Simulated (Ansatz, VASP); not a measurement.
# One calculation of Al2BAs2, two programs

INCAR

```
SYSTEM = Al2BAs2
PREC = Accurate ; ENCUT = 600
EDIFF = 1E-6 ; ISMEAR = 0
SIGMA = 0.1 ; LREAL = .FALSE.
LASPH = .TRUE. ; NELM = 60
ALGO = Normal ; ISIF = 3
LWAVE = .FALSE. ; LCHARG = .FALSE.
GGA = PE ; IBRION = 2
NSW = 100 ; EDIFFG = -0.01
```

The input KPOINTS:

```
regular mesh
0
G
  12 12 4
  0 0 0
```

File POSCAR:

```
Al2BAs2
1.0
    3.0120691278      0.0000000000      0.0000000000
   -1.5060345639      2.6085283826      0.0000000000
    0.0000000000      0.0000000000     10.9808575155
Al B As
2 1 2
Direct
    0.3333333333      0.6666666667      0.1243335192
    0.6666666667      0.3333333333      0.8756664808
    0.0000000000      0.0000000000      0.0000000000
    0.3333333333      0.6666666667      0.6820175825
    0.6666666667      0.3333333333      0.3179824175
```

Input for Ansatz:

```yaml
crystal:
  lattice:
    - [3.0120691278, 0.0, 0.0]
    - [-1.5060345639, 2.6085283826, 0.0]
    - [0.0, 0.0, 10.9808575155]
  atoms:
    - { symbol: Al, position: [0.3333333333, 0.6666666667, 0.1243335192] }
    - { symbol: Al, position: [0.6666666667, 0.3333333333, 0.8756664808] }
    - { symbol: B, position: [0.0, 0.0, 0.0] }
    - { symbol: As, position: [0.3333333333, 0.6666666667, 0.6820175825] }
    - { symbol: As, position: [0.6666666667, 0.3333333333, 0.3179824175] }
basis:
  ecutwfc: 420
kpoints:
  mp_grid: { grid: [12, 12, 4] }
hamiltonian:
  xc: pbe
scf:
  occupations: { method: gaussian, width: 0.1 }
output:
  forces: true
  stress: true
  eigenvalues: true
relax:
  adjacent_minimum: "off"
  f_tol: 0.01
  max_steps: 80
  cell: { stress_tol: 0.05 }
```

Change from the starting cell: species swapped into the Nb2CS2 type (P-3m1, No. 164).

Alike in both runs: task relaxation of cell and atoms; functional PBE; k mesh 12 × 12 × 4; occupations gaussian, width 0.1 eV; no spin polarisation.

|  | VASP | Ansatz |
| --- | --- | --- |
| version | VASP 6.6.1 | Ansatz 0.2.0 |
| potentials or method | VASP PAW PBE potentials, release 64 (Al, B, As), cutoff 600 eV | scalar-relativistic, plane waves, PAW |
| valence electrons in the cell | 19 | 39 |

VASP gave:

- gap on the k mesh at the Fermi level, each at its own relaxed structure (eV): none
- relaxed volume (Å³/atom): 17.27
- relaxed length of the cell vector where the two differ most in proportion (Å): 10.988

What did Ansatz give for the same quantities?

gap on the k mesh at the Fermi level, each at its own relaxed structure (eV): none; relaxed volume (Å³/atom): 17.26; relaxed length of the cell vector where the two differ most in proportion (Å): 10.981.

A gap of «none» marks a metal or a gap that the smearing closes. VASP's potentials hold 19 valence electrons a cell and Ansatz's 39, so a difference there can come from the potentials and not from the codes.
